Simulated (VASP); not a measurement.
# BeTe (F-43m) in VASP: a series of runs

BeTe is run at these levels: PBE; tasks: single point.

Everything below comes from runs of VASP 6.6.1. Logs are shortened: lines on timing, memory, paths and dates and some standing lists are left out, and cuts for length are marked.

## 1. The cell of the first run

Symmetry: F-43m, No. 216, cubic system. The conventional cell has a = 5.446 Å, b = 5.446 Å, c = 5.446 Å, α = 90.00°, β = 90.00°, γ = 90.00°. Within 3.1 Å of Be (site symmetry -43m) lie 4 Te at 2.36 Å. Within 3.1 Å of Te (site symmetry -43m) lie 4 Be at 2.36 Å.

## 2. Single point, PBE

The input, INCAR:

```
SYSTEM = BeTe
  ALGO = Normal
  EDIFF = 1E-6
  ENCUT = 600
  GGA = PE
  GGA_COMPAT = .FALSE.
  ISIF = 2
  ISMEAR = 0
  LASPH = .TRUE.
  LCHARG = .TRUE.
  LELF = .TRUE.
  LREAL = .FALSE.
  LVHAR = .TRUE.
  LWAVE = .FALSE.
  NBANDS = 11
  NELM = 120
  PREC = Accurate
  SIGMA = 0.01
```

The input, KPOINTS:

```
k-points
0
G
  6 6 6
  0 0 0
```

The input, POSCAR:

```
BeTe
1.0
    0.0000000000      2.7230417758      2.7230417758
    2.7230417758      0.0000000000      2.7230417758
    2.7230417758      2.7230417758      0.0000000000
Be Te
1 1
Direct
    0.0000000000      0.0000000000      0.0000000000
    0.2500000000      0.2500000000      0.2500000000
```

Potentials or basis: VASP PAW PBE potentials, release 64 (Be, Te).

Started as:

```sh
$ cat potpaw_PBE.64/Be/POTCAR potpaw_PBE.64/Te/POTCAR > POTCAR
$ mpirun -np 1 vasp_std > vasp.out
```

OUTCAR:

```text
SYSTEM = BeTe
   EDIFF = 1E-6
   ENCUT = 600
   GGA = PE
   ISIF = 2
   ISMEAR = 0
   LASPH = .TRUE.
   LREAL = .FALSE.
   NELM = 120
   PREC = Accurate

 ion  position               nearest neighbor table
   1  0.000  0.000  0.000-   2 2.36   2 2.36   2 2.36   2 2.36
   2  0.250  0.250  0.250-   1 2.36   1 2.36   1 2.36   1 2.36

  LATTYP: Found a face centered cubic cell.
 ALAT       =     5.4460835516

  Lattice vectors:

 A1 = (   0.0000000000,   2.7230417758,   2.7230417758)
 A2 = (   2.7230417758,   0.0000000000,   2.7230417758)
 A3 = (   2.7230417758,   2.7230417758,   0.0000000000)

Analysis of symmetry for initial positions (statically):
=====================================================================
 Subroutine PRICEL returns:
 Original cell was already a primitive cell.

 Routine SETGRP: Setting up the symmetry group for a
 face centered cubic supercell.

 Subroutine GETGRP returns: Found 24 space group operations
 (whereof 24 operations were pure point group operations)
 out of a pool of 48 trial point group operations.

The static configuration has the point symmetry T_d .

Analysis of symmetry for dynamics (positions and initial velocities):
=====================================================================
 Subroutine PRICEL returns:
 Original cell was already a primitive cell.

 Routine SETGRP: Setting up the symmetry group for a
 face centered cubic supercell.

 Subroutine GETGRP returns: Found 24 space group operations
 (whereof 24 operations were pure point group operations)
 out of a pool of 48 trial point group operations.

The dynamic configuration has the point symmetry T_d .

 Subroutine INISYM returns: Found 24 space group operations
 (whereof 24 operations are pure point group operations),
 and found     1 'primitive' translations

----------------------------------------------------------------------------------------

                                     Primitive cell

  volume of cell :      40.3825

  direct lattice vectors                    reciprocal lattice vectors
     0.000000000  2.723041776  2.723041776    -0.183618189  0.183618189  0.183618189
     2.723041776  0.000000000  2.723041776     0.183618189 -0.183618189  0.183618189
     2.723041776  2.723041776  0.000000000     0.183618189  0.183618189 -0.183618189

  length of vectors
     3.850962610  3.850962610  3.850962610     0.318036033  0.318036033  0.318036033

  position of ions in fractional coordinates (direct lattice)
     0.000000000  0.000000000  0.000000000
     0.250000000  0.250000000  0.250000000

  ion indices of the primitive-cell ions
   primitive index   ion index
                 1           1
                 2           2

----------------------------------------------------------------------------------------

 KPOINTS: k-points

Automatic generation of k-mesh.
 Grid dimensions read from file:
 generate k-points for:    6    6    6

 Generating k-lattice:

  Cartesian coordinates                     Fractional coordinates (reciprocal lattice)
    -0.030603032  0.030603032  0.030603032     0.166666667  0.000000000  0.000000000
     0.030603032 -0.030603032  0.030603032     0.000000000  0.166666667  0.000000000
     0.030603032  0.030603032 -0.030603032     0.000000000  0.000000000  0.166666667

  Length of vectors
     0.053006005  0.053006005  0.053006005

  Shift w.r.t. Gamma in fractional coordinates (k-lattice)
     0.000000000  0.000000000  0.000000000

 Subroutine IBZKPT returns following result:
 ===========================================

 Found     16 irreducible k-points:

 Following reciprocal coordinates:
            Coordinates               Weight
  0.000000  0.000000  0.000000      1.000000
  0.166667  0.000000  0.000000      8.000000
  0.333333  0.000000  0.000000      8.000000
  0.500000  0.000000  0.000000      4.000000
  0.166667  0.166667  0.000000      6.000000
  0.333333  0.166667  0.000000     24.000000
[... 8 lines left out ...]
 -0.333333  0.333333  0.166667     24.000000
 -0.333333  0.500000  0.166667     12.000000
   k-points           NKPTS =     16   k-points in BZ     NKDIM =     16   number of bands    NBANDS=     11
   number of dos      NEDOS =    301   number of ions     NIONS =      2
   total plane-waves  NPLWV =  32768
   dimension x,y,z NGX =    32 NGY =   32 NGZ =   32
   dimension x,y,z NGXF=    64 NGYF=   64 NGZF=   64
   ions per type =               1   1
   NGX,Y,Z   is equivalent  to a cutoff of  13.81, 13.81, 13.81 a.u.
   NGXF,Y,Z  is equivalent  to a cutoff of  27.63, 27.63, 27.63 a.u.
 SYSTEM =  BeTe
   PREC   = accura    normal or accurate (medium, high low for compatibility)
   ISTART =      0    job   : 0-new  1-cont  2-samecut
   ICHARG =      2    charge: 1-file 2-atom 10-const
   ISPIN  =      1    spin polarized calculation?
   LNONCOLLINEAR =      F non collinear calculations
   LSORBIT =      F    spin-orbit coupling
   LASPH  =      T    aspherical Exc in radial PAW
   ENCUT  =  600.0 eV  44.10 Ry    6.64 a.u.   7.69  7.69  7.69*2*pi/ulx,y,z
   NELM   =    120;   NELMIN=  2; NELMDL= -5     # of ELM steps
   EDIFF  = 0.1E-05   stopping-criterion for ELM
   LREAL  =      F    real-space projection
   EDIFFG = 0.1E-04   stopping-criterion for IOM
   NSW    =      0    number of steps for IOM
   IBRION =     -1    ionic relax: 0-MD 1-quasi-New 2-CG
   NFREE  =      0    steps in history (QN), initial steepest desc. (CG)
   ISIF   =      2    stress and relaxation
   ISYM   =      2    0-nonsym 1-usesym 2-fastsym
   POTIM  = 0.5000    time-step for ionic-motion
   TEBEG  =    0.0;   TEEND  =   0.0 temperature during run
   PSTRESS=    0.0 pullay stress
   NELECT =       8.0000    total number of electrons
   NUPDOWN=      -1.0000    fix difference up-down
   EMIN   =  10.00;   EMAX   =-10.00  energy-range for DOS
   EFERMI =   0.00;   METHOD = LEGACY
   ISMEAR =     0;   SIGMA  =   0.01  broadening in eV -4-tet -1-fermi 0-gaus
   EFERMI_NEDOS =   21; number of points for ismear=-14 and -15
   IALGO  =     38    algorithm
   IMIX   =      4    mixing-type and parameters
     AMIX     =   0.40;   BMIX     =  1.00
     AMIX_MAG =   1.60;   BMIX_MAG =  1.00
  volume/ion in A,a.u.               =      20.19       136.26
  Fermi-wavevector in a.u.,A,eV,Ry     =   0.954349  1.803458 12.391940  0.910782
  Thomas-Fermi vector in A             =   2.083087
   LORBIT       =      0    0 simple, 1 ext, 2 COOP (PROOUT), +10 PAW based schemes
   GGA     = PE    functional components
   LHFCALC =     F    Hartree Fock is set to
   AEXX    =    0.0000 exact exchange contribution
   IVDW    =     0    specifies the selected vdW correction
   LEPSILON=     F    determine dielectric tensor
   LRPA    =     F    only Hartree local field effects (RPA)
 non-spin polarized calculation
 Gauss-broadening in eV      SIGMA  =   0.01
  energy-cutoff  :      600.00
  volume of cell :       40.38
 maximum number of plane-waves:      1363
   NGX = 15   NGY = 15   NGZ = 15

 number of electron       8.0000000 magnetization

 Free energy of the ion-electron system (eV)
  ---------------------------------------------------
  ext. energy  EPLUGINS =         0.00000000
  ---------------------------------------------------
  free energy    TOTEN  =        -7.49215419 eV

  energy without entropy =       -7.49215419  energy(sigma->0) =       -7.49215419

 E-fermi :   6.3527     XC(G=0):  -9.4669

 val. band max:        6.2888652118   @ k =   0.0000   0.0000   0.0000
 cond. band min:       7.9924050929   @ k =   0.5000   0.5000   0.0000
 fundamental gap:      1.7035398811
 Fermi energy:         6.3526575592

 k-point     1 :       0.0000    0.0000    0.0000
  band No.  band energies     occupation
      1      -6.7215      2.00000
      2       6.2889      2.00000
      3       6.2889      2.00000
      4       6.2889      2.00000
      5       9.7957      0.00000
      6       9.7957      0.00000
      7       9.7957      0.00000
      8      10.8792      0.00000
      9      14.7372      0.00000
     10      16.7412      0.00000
     11      16.7412      0.00000

 k-point     2 :       0.1667    0.0000    0.0000
  band No.  band energies     occupation
      1      -6.4225      2.00000
      2       4.0810      2.00000
      3       5.8351      2.00000
      4       5.8351      2.00000
      5       9.9280      0.00000
      6      10.4181      0.00000
      7      10.4181      0.00000
      8      12.7071      0.00000
      9      15.3433      0.00000
     10      15.4238      0.00000
     11      15.4238      0.00000

 k-point     3 :       0.3333    0.0000    0.0000
  band No.  band energies     occupation
      1      -5.6554      2.00000
      2       1.3221      2.00000
      3       5.2133      2.00000
      4       5.2133      2.00000
      5       9.7274      0.00000
      6      10.8802      0.00000
      7      10.8802      0.00000
      8      14.1711      0.00000
      9      16.0459      0.00000
     10      16.0459      0.00000
     11      16.1400      0.00000

 k-point     4 :       0.5000    0.0000    0.0000
  band No.  band energies     occupation
      1      -5.1071      2.00000
      2       0.0639      2.00000
      3       4.9737      2.00000
      4       4.9737      2.00000
      5       9.6415      0.00000
      6      10.8156      0.00000
      7      10.8156      0.00000
      8      14.0370      0.00000
      9      17.6839      0.00000
     10      18.1698      0.00000
     11      18.1698      0.00000
[... 127 lines left out ...]
 k-point    14 :       0.5000    0.3333    0.1667
  band No.  band energies     occupation
      1      -5.0639      2.00000
      2       1.4376      2.00000
      3       2.7895      2.00000
      4       3.9801      2.00000
      5      10.2113      0.00000
      6      11.1666      0.00000
      7      11.8062      0.00000
      8      14.4074      0.00000
      9      16.6451      0.00000
     10      17.2716      0.00000
     11      19.6238      0.00000

 k-point    15 :      -0.3333    0.3333    0.1667
  band No.  band energies     occupation
      1      -4.6480      2.00000
      2       0.8740      2.00000
      3       2.3295      2.00000
      4       3.4880      2.00000
      5      10.6822      0.00000
      6      11.1523      0.00000
      7      13.3667      0.00000
      8      13.8970      0.00000
      9      15.2946      0.00000
     10      18.6341      0.00000
     11      19.5781      0.00000

 k-point    16 :      -0.3333    0.5000    0.1667
  band No.  band energies     occupation
      1      -4.4716      2.00000
      2       0.9892      2.00000
      3       2.4000      2.00000
      4       2.7091      2.00000
      5       9.9385      0.00000
      6      10.5129      0.00000
      7      13.9620      0.00000
      8      14.2589      0.00000
      9      17.7229      0.00000
     10      18.8530      0.00000
     11      19.6032      0.00000

------------------------ aborting loop because EDIFF is reached ----------------------------------------

  FORCE on cell =-STRESS in cart. coord.  units (eV):
  Direction    XX          YY          ZZ          XY          YZ          ZX
  --------------------------------------------------------------------------------------
  -------------------------------------------------------------------------------------
  Total        2.1864445      2.1864445      2.1864445      0.0000000      0.0000000      0.0000000
  in kB       86.7473340     86.7473340     86.7473340      0.0000000      0.0000000      0.0000000
  external PRESSURE =      86.7473340 kB  Pullay stress =       0.0000000 kB

 VOLUME and BASIS-vectors are now :
 -----------------------------------------------------------------------------
  energy-cutoff  :      600.00
  volume of cell :       40.38
      direct lattice vectors                 reciprocal lattice vectors
     0.000000000  2.723041776  2.723041776    -0.183618189  0.183618189  0.183618189
     2.723041776  0.000000000  2.723041776     0.183618189 -0.183618189  0.183618189
     2.723041776  2.723041776  0.000000000     0.183618189  0.183618189 -0.183618189

 POSITION                                       TOTAL-FORCE (eV/Angst)
 -----------------------------------------------------------------------------------
      0.00000      0.00000      0.00000         0.000000     -0.000000     -0.000000
      1.36152      1.36152      1.36152        -0.000000      0.000000      0.000000
 -----------------------------------------------------------------------------------
    total drift:                                0.000000      0.000000      0.000000

  FREE ENERGIE OF THE ION-ELECTRON SYSTEM (eV)
  ---------------------------------------------------
  free  energy   TOTEN  =        -7.4921541874 eV

  energy  without entropy=       -7.4921541874  energy(sigma->0) =       -7.49215419
```

It took 15 s on 1 thread of Intel Xeon 8259CL, shared host; peak memory 0.18 GiB.

What came out:

| Quantity | Value |
| --- | --- |
| Free energy | -7.4922 eV |
| Pressure | 8.7 GPa |
| Band gap on the k mesh | 1.70 eV, indirect (least direct gap 3.51 eV) |

Caveat: spin-orbit coupling is left out, which moves the levels of the heavy elements. A k mesh can miss the band edges.

## 3. Single point, PBE

This run uses another cell than the first one, of 20.83 Å³/atom, 1.032 times its volume.

The input, INCAR:

```
PREC = Accurate
ENCUT = 600
EDIFF = 1E-6
ISMEAR = 0
SIGMA = 0.01
LREAL = F
LASPH = T
NELM = 120
ALGO = Normal
ISIF = 2
LWAVE = F
LCHARG = F
GGA = PE
NBANDS = 11
GGA_COMPAT = F
```

The input, KPOINTS:

```
regular mesh
0
Gamma
  6 6 6
```

The input, POSCAR:

```
BeTe
1.0
    0.0000000000      2.7514088358      2.7514088358
    2.7514088358      0.0000000000      2.7514088358
    2.7514088358      2.7514088358      0.0000000000
Be Te
1 1
Direct
    0.0000000000      0.0000000000      0.0000000000
    0.2500000000      0.2500000000      0.2500000000
```

Potentials or basis: VASP PAW PBE potentials, release 64 (Be, Te).

Started as:

```sh
$ cat potpaw_PBE.64/Be/POTCAR potpaw_PBE.64/Te/POTCAR > POTCAR
$ mpirun -np 1 vasp_std > vasp.out
```

Wall time 15 s (1 thread of Intel Xeon 8259CL, shared host); peak memory 0.17 GiB.

Results (log left out):

| Property | Result |
| --- | --- |
| Free energy | -7.5505 eV |
| Pressure | 6.1 GPa |
| Band gap on the k mesh | 1.79 eV, indirect (least direct gap 3.54 eV) |

Levels at points of the mesh, in eV from the valence-band top:
```tsv
k point	band 1	band 2	band 3	band 4	band 5	band 6	band 7	band 8
(0.00, 0.00, 0.00)	-12.78	0.00	0.00	0.00	3.54	3.54	3.54	4.35
(0.50, 0.00, 0.00)	-11.25	-6.01	-1.26	-1.26	3.27	4.55	4.55	7.78
(0.50, 0.50, 0.00)	-10.69	-5.50	-2.92	-2.92	1.79	2.56	10.15	10.15
```

Caveat: spin-orbit coupling is left out, which moves the levels of the heavy elements.
